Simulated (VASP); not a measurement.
# SnTe (F-43m) in VASP: further runs, part 2 of 2

VASP 6.6.1. Earlier steps stand in the parts before.

## Step 5: Relaxation of cell and atoms, PBE

Contents of INCAR:

```
ALGO = Normal
EDIFF = 1E-6
EDIFFG = -0.005
ENCUT = 600
GGA = PE
IBRION = 2
ISIF = 3
ISMEAR = 0
LASPH = True
LCHARG = False
LREAL = False
LWAVE = False
NELM = 60
NSW = 100
PREC = Accurate
SIGMA = 0.01
```

Contents of KPOINTS:

```
k-points
0
Gamma
  8 8 8
```

Contents of POSCAR:

```
SnTe
1.0
    0.0000000000      3.6111460000      3.6111460000
    3.6111460000      0.0000000000      3.6111460000
    3.6111460000      3.6111460000      0.0000000000
Sn Te
1 1
Direct
    0.0000000000      0.0000000000      0.0000000000
    0.7500000000      0.7500000000      0.7500000000
```

Potentials or basis: VASP PAW PBE potentials, release 64 (Sn_d, Te).

Run with:

```sh
> cat potpaw_PBE.64/Sn_d/POTCAR potpaw_PBE.64/Te/POTCAR > POTCAR
> mpirun -np 1 vasp_std > vasp.out
```

OUTCAR:

```text
EDIFF = 1E-6
   EDIFFG = -0.005
   ENCUT = 600
   GGA = PE
   IBRION = 2
   ISIF = 3
   ISMEAR = 0
   LASPH = True
   LREAL = False
   NELM = 60
   NSW = 100
   PREC = Accurate

 ion  position               nearest neighbor table
   1  0.000  0.000  0.000-   2 3.13   2 3.13   2 3.13   2 3.13
   2  0.750  0.750  0.750-   1 3.13   1 3.13   1 3.13   1 3.13

  LATTYP: Found a face centered cubic cell.
 ALAT       =     7.2222920000

  Lattice vectors:

 A1 = (   0.0000000000,   3.6111460000,   3.6111460000)
 A2 = (   3.6111460000,   0.0000000000,   3.6111460000)
 A3 = (   3.6111460000,   3.6111460000,   0.0000000000)

Analysis of symmetry for initial positions (statically):
=====================================================================
 Subroutine PRICEL returns:
 Original cell was already a primitive cell.

 Routine SETGRP: Setting up the symmetry group for a
 face centered cubic supercell.

 Subroutine GETGRP returns: Found 24 space group operations
 (whereof 24 operations were pure point group operations)
 out of a pool of 48 trial point group operations.

The static configuration has the point symmetry T_d .

Analysis of symmetry for dynamics (positions and initial velocities):
=====================================================================
 Subroutine PRICEL returns:
 Original cell was already a primitive cell.

 Routine SETGRP: Setting up the symmetry group for a
 face centered cubic supercell.

 Subroutine GETGRP returns: Found 24 space group operations
 (whereof 24 operations were pure point group operations)
 out of a pool of 48 trial point group operations.

The dynamic configuration has the point symmetry T_d .

 Subroutine INISYM returns: Found 24 space group operations
 (whereof 24 operations are pure point group operations),
 and found     1 'primitive' translations

----------------------------------------------------------------------------------------

                                     Primitive cell

  volume of cell :      94.1814

  direct lattice vectors                    reciprocal lattice vectors
     0.000000000  3.611146000  3.611146000    -0.138460201  0.138460201  0.138460201
     3.611146000  0.000000000  3.611146000     0.138460201 -0.138460201  0.138460201
     3.611146000  3.611146000  0.000000000     0.138460201  0.138460201 -0.138460201

  length of vectors
     5.106931649  5.106931649  5.106931649     0.239820102  0.239820102  0.239820102

  position of ions in fractional coordinates (direct lattice)
     0.000000000  0.000000000  0.000000000
     0.750000000  0.750000000  0.750000000

  ion indices of the primitive-cell ions
   primitive index   ion index
                 1           1
                 2           2

----------------------------------------------------------------------------------------

 KPOINTS: k-points

Automatic generation of k-mesh.
 Grid dimensions read from file:
 generate k-points for:    8    8    8

 Generating k-lattice:
[... 108 lines left out ...]
  ext. energy  EPLUGINS =         0.00000000
  ---------------------------------------------------
  free energy    TOTEN  =        -7.06489114 eV

  energy without entropy =       -7.06489114  energy(sigma->0) =       -7.06489114

------------------------ aborting loop because EDIFF is reached ----------------------------------------

  FORCE on cell =-STRESS in cart. coord.  units (eV):
  Direction    XX          YY          ZZ          XY          YZ          ZX
  --------------------------------------------------------------------------------------
  -------------------------------------------------------------------------------------
  Total       -0.0244579     -0.0244579     -0.0244579      0.0000000      0.0000000      0.0000000
  in kB       -0.4160678     -0.4160678     -0.4160678      0.0000000      0.0000000      0.0000000
  external PRESSURE =      -0.4160678 kB  Pullay stress =       0.0000000 kB

 VOLUME and BASIS-vectors are now :
 -----------------------------------------------------------------------------
  energy-cutoff  :      600.00
  volume of cell :       94.18
      direct lattice vectors                 reciprocal lattice vectors
     0.000000000  3.611146000  3.611146000    -0.138460201  0.138460201  0.138460201
     3.611146000  0.000000000  3.611146000     0.138460201 -0.138460201  0.138460201
     3.611146000  3.611146000  0.000000000     0.138460201  0.138460201 -0.138460201

 POSITION                                       TOTAL-FORCE (eV/Angst)
 -----------------------------------------------------------------------------------
      0.00000      0.00000      0.00000         0.000000     -0.000000     -0.000000
      5.41672      5.41672      5.41672        -0.000000      0.000000      0.000000
 -----------------------------------------------------------------------------------
    total drift:                                0.000000      0.000000      0.000000

  FREE ENERGIE OF THE ION-ELECTRON SYSTEM (eV)
  ---------------------------------------------------
  free  energy   TOTEN  =        -7.0648911417 eV

  energy  without entropy=       -7.0648911417  energy(sigma->0) =       -7.06489114

--------------------------------------- Ionic step        2  -------------------------------------------

 number of electron      20.0000000 magnetization

 Free energy of the ion-electron system (eV)
  ---------------------------------------------------
  ext. energy  EPLUGINS =         0.00000000
  ---------------------------------------------------
  free energy    TOTEN  =        -7.06491544 eV

  energy without entropy =       -7.06491544  energy(sigma->0) =       -7.06491544

 E-fermi :   3.2713     XC(G=0):  -7.4506

 val. band max:        3.2292999319   @ k =  -0.2500   0.5000   0.2500
 cond. band min:       3.3129431196   @ k =   0.5000   0.5000   0.0000
 fundamental gap:      0.0836431878
 Fermi energy:         3.2713051995

 k-point     1 :       0.0000    0.0000    0.0000
  band No.  band energies     occupation
      1     -18.6131      2.00000
      2     -18.6131      2.00000
      3     -18.6131      2.00000
      4     -18.6044      2.00000
      5     -18.6044      2.00000
      6      -8.3393      2.00000
      7      -1.9847      2.00000
      8       1.2592      2.00000
      9       1.2592      2.00000
     10       1.2592      2.00000
     11       4.2014      0.00000
     12       4.2014      0.00000
     13       4.2014      0.00000
     14       7.3212      0.00000
[... 377 lines left out ...]
      1     -18.6149      2.00000
      2     -18.6116      2.00000
      3     -18.6112      2.00000
      4     -18.6045      2.00000
      5     -18.6041      2.00000
      6      -7.6917      2.00000
      7      -3.9632      2.00000
      8      -0.1668      2.00000
      9       0.4290      2.00000
     10       2.4478      2.00000
     11       4.7748      0.00000
     12       5.5731      0.00000
     13       6.1565      0.00000
     14       8.3458      0.00000

 [... further k-points ...]

------------------------ aborting loop because EDIFF is reached ----------------------------------------

  FORCE on cell =-STRESS in cart. coord.  units (eV):
  Direction    XX          YY          ZZ          XY          YZ          ZX
  --------------------------------------------------------------------------------------
  -------------------------------------------------------------------------------------
  Total        0.0072571      0.0072571      0.0072571     -0.0000000     -0.0000000     -0.0000000
  in kB        0.1236742      0.1236742      0.1236742     -0.0000000     -0.0000000     -0.0000000
  external PRESSURE =       0.1236742 kB  Pullay stress =       0.0000000 kB

 VOLUME and BASIS-vectors are now :
 -----------------------------------------------------------------------------
  energy-cutoff  :      600.00
  volume of cell :       94.01
      direct lattice vectors                 reciprocal lattice vectors
     0.000000000  3.609015582  3.609015582    -0.138541934  0.138541934  0.138541934
     3.609015582 -0.000000000  3.609015582     0.138541934 -0.138541934  0.138541934
     3.609015582  3.609015582 -0.000000000     0.138541934  0.138541934 -0.138541934

 POSITION                                       TOTAL-FORCE (eV/Angst)
 -----------------------------------------------------------------------------------
      0.00000      3.60902      3.60902         0.000000      0.000000      0.000000
      5.41352      5.41352      5.41352        -0.000000     -0.000000     -0.000000
 -----------------------------------------------------------------------------------
    total drift:                                0.000000      0.000000      0.000000

  FREE ENERGIE OF THE ION-ELECTRON SYSTEM (eV)
  ---------------------------------------------------
  free  energy   TOTEN  =        -7.0649154361 eV

  energy  without entropy=       -7.0649154361  energy(sigma->0) =       -7.06491544

 reached required accuracy - stopping structural energy minimisation
```

CONTCAR:

```text
SnTe
   1.00000000000000
     0.0000000000000000    3.6090155817943859    3.6090155817943859
     3.6090155817943859   -0.0000000000000000    3.6090155817943859
     3.6090155817943859    3.6090155817943859   -0.0000000000000000
  Sn              Te
     1     1
Direct
     1.0000000000000000    0.0000000000000000    0.0000000000000000
     0.7500000000000000    0.7500000000000000    0.7500000000000000

  0.00000000E+00  0.00000000E+00  0.00000000E+00
  0.00000000E+00  0.00000000E+00  0.00000000E+00
```

It took 44 s on 1 thread of Intel Xeon 6975P-C (Granite Rapids), shared host; peak memory 0.29 GiB.

What came out:

```yaml
Free_energy: -7.0649 eV
Relaxed_volume: 47.01 Å³/atom
Relaxed_cell: a = 5.104 Å, b = 5.104 Å, c = 5.104 Å, α = 60.00°, β = 60.00°, γ = 60.00°
Space_group_after_relaxing_to_0.05_Å: F-43m (No. 216)
Energy_gained_by_relaxing: 0.0 meV/atom
Ionic_steps: 2
Pressure_after_relaxing: 0.0 GPa
Band_gap_on_the_k_mesh: 0.08 eV, indirect (least direct gap 0.79 eV)
```

Final structure:
```xyz
2
Lattice="0.0000 3.6090 3.6090 3.6090 0.0000 3.6090 3.6090 3.6090 0.0000" Properties=species:S:1:pos:R:3 pbc="T T T"
Sn    0.0000    3.6090    3.6090
Te    5.4135    5.4135    5.4135
```

Levels at points of the mesh, in eV from the valence-band top:
```
           k point  band 7  band 8  band 9  band 10  band 11  band 12  band 13  band 14
(0.00, 0.00, 0.00)   -5.21   -1.97   -1.97    -1.97     0.97     0.97     0.97     4.09
(0.50, 0.00, 0.00)   -7.04   -2.50   -2.50    -2.08     1.78     1.78     3.38     5.64
(0.50, 0.50, 0.00)   -7.40   -3.16   -3.16    -0.71     0.08     3.85     3.85     5.39
```

Caveat: spin-orbit coupling is left out, which moves the levels of the heavy elements. A k mesh can miss the band edges.

## Step 6: Overview

| task | cell | k mesh | cutoff (eV) | smearing | gap on the mesh (eV) | pressure (GPa) |
| --- | --- | --- | --- | --- | --- | --- |
| single point | as given | 8 × 8 × 8 | 520 | gaussian 0.01 eV | 0.09 | -0.1 |
| single point | as given | 8 × 8 × 8 | 520 | gaussian 0.03 eV | 0.09 | -0.1 |
| single point | as given | 10 × 10 × 10 | 520 | gaussian 0.03 eV | 0.16 | -0.1 |
| relaxation of cell and atoms | relaxed | 8 × 8 × 8 | 600 | gaussian 0.01 eV | 0.08 | 0.0 |

Alike in all rows: level PBE; potentials or basis VASP PAW PBE potentials, release 64 (Sn_d, Te); no spin polarisation.

On the cell as given the gap runs from 0.09 eV (PBE) to 0.16 eV (PBE); the meshes differ, which moves gaps too.

Caveats: spin-orbit coupling is left out, which moves the levels of the heavy elements.

Absolute energies hang on the potentials; compare differences alone.
